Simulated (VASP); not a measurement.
Set up this calculation in VASP 6.6.1, as the native input.

| Quantity | Value |
| --- | --- |
| Task | single point |
| Functional | PBE |
| Potentials or basis | VASP PAW PBE potentials, release 64 (Bi_d, Te) |
| Cutoff | 520 eV |
| k mesh | 12 × 12 × 12 |
| Occupations | gaussian, width 0.15 eV |
| Spin | no spin polarisation |
| Dipole correction | no |
| Further INCAR settings | ALGO = Normal; EDIFF = 1e-07; NBANDS = 18 |

The structure of BiTe lies in POSCAR:

```
BiTe
1.0
    2.4953890060      1.4407135143      3.3670513338
   -2.4953890060      1.4407135143      3.3670513338
    0.0000000000     -2.8814270287      3.3670513338
Bi Te
1 1
Direct
    0.5000000000      0.5000000000      0.5000000000
    0.0000000000      0.0000000000      0.0000000000
```

This cell differs from its parent crystal: strain +0.030 along x and y, +0.015 along z.

One way to write it, as run:

INCAR

```
PREC     = Accurate       # precision mode
ENCUT    = 520            # plane-wave cutoff, eV
EDIFF    = 1E-7           # SCF threshold, eV
ISMEAR   = 0              # smearing method
SIGMA    = 0.15           # smearing width, eV
LREAL    = False          # projectors in reciprocal space
LASPH    = True           # aspherical terms in the spheres
NELM     = 100            # most SCF steps
ALGO     = Normal         # electronic algorithm
ISIF     = 2              # what is computed and relaxed
LWAVE    = False          # write WAVECAR
LCHARG   = False          # write CHGCAR
GGA      = PE             # functional
NBANDS   = 18             # bands
```

KPOINTS

```
Automatic mesh
0
Gamma
  12 12 12
```

Potentials or basis: VASP PAW PBE potentials, release 64 (Bi_d, Te).

Run with:

```console
$ cat potpaw_PBE.64/Bi_d/POTCAR potpaw_PBE.64/Te/POTCAR > POTCAR
$ mpirun -np 1 vasp_std > vasp.out
```

It gave:

```yaml
Pressure: -3.2 GPa
```

Caveat: the cell differs from its parent crystal (strain +0.030 along x and y, +0.015 along z).

It took 2.2 min on 1 thread of AMD EPYC 9R45 96-Core Processor (Zen 5), with other jobs on the host, peak memory 0.36 GiB.
